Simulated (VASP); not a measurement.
A run of VASP 6.6.1:

Contents of INCAR:

```
SYSTEM = LiF
  ALGO = Normal
  EDIFF = 1E-7
  ENCUT = 520
  ISIF = 2
  ISMEAR = 0
  LASPH = .TRUE.
  LCHARG = .TRUE.
  LELF = .TRUE.
  LREAL = .FALSE.
  LVHAR = .TRUE.
  LWAVE = .FALSE.
  NBANDS = 18
  NELM = 60
  PREC = Accurate
  SIGMA = 0.05
```

The input KPOINTS:

```
k-points
0
G
  9 9 6
  0 0 0
```

The input POSCAR:

```
LiF
1.0
    3.0300909680      0.0000000000      0.0000000000
   -1.5150454840      2.6241357541      0.0000000000
    0.0000000000      0.0000000000      4.6590208518
Li F
2 2
Direct
    0.3333333333      0.6666666667      0.4026947866
    0.6666666667      0.3333333333      0.9026947866
    0.3333333333      0.6666666667      0.9910195924
    0.6666666667      0.3333333333      0.4910195924
```

Potentials or basis: VASP PAW LDA potentials, release 64 (Li_sv, F).

The run is started by

```bash
$ cat potpaw_LDA.64/Li_sv/POTCAR potpaw_LDA.64/F/POTCAR > POTCAR
$ mpirun -np 1 vasp_std > vasp.out
```

Hardware: 1 thread of AMD EPYC 7R13 Processor (Zen 3), on a shared host.

Problem. Estimate the wall time of this run.

Solution. It took 25 s on 1 thread of AMD EPYC 7R13 Processor (Zen 3), with other jobs on the host, peak memory 0.11 GiB. Counts: scf iterations 13, k points 48.
